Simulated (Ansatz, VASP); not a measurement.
## PtS2: VASP beside Ansatz

```
Pt S
1.0
     3.89905    0.00000    0.00000
    -1.94952    3.37667    0.00000
     0.00000    0.00000    5.90393
Pt S
1 2
Direct
  0.00000 0.00000 0.00000
  0.33333 0.66667 0.17857
  0.66667 0.33333 0.82143
```

Alike in both runs: functional PBE; k mesh 12 × 12 × 6; occupations gaussian, width 0.05 eV; no spin polarisation.

Ansatz relaxed the structure, and its values are those at the end. VASP's run is a single point on that final structure, the one shown.

```csv
,VASP,Ansatz
version,VASP 6.6.1,Ansatz 0.2.0
potentials or method,"VASP PAW PBE potentials, release 64 (Pt, S), cutoff 520 eV","scalar-relativistic, plane waves, PAW"
valence electrons in the cell,22,30
```

|  | VASP | Ansatz | Ansatz less VASP |
| --- | --- | --- | --- |
| gap on the k mesh at the Fermi level (eV) | 0.82 | 0.82 | +0.002 |
| least direct gap on the mesh (eV) | 0.83 | 0.84 | +0.004 |
| pressure (GPa) | -8.4 | -8.2 | +0.25 |
| rms of the force components (eV/Å) | 0.009 | 0.000 | -0.0089 |

VASP's potentials hold 22 valence electrons a cell and Ansatz's 30, so a difference there can come from the potentials and not from the codes. Ansatz's warnings: stress scf threshold loose.

Neither program's run includes spin-orbit coupling.
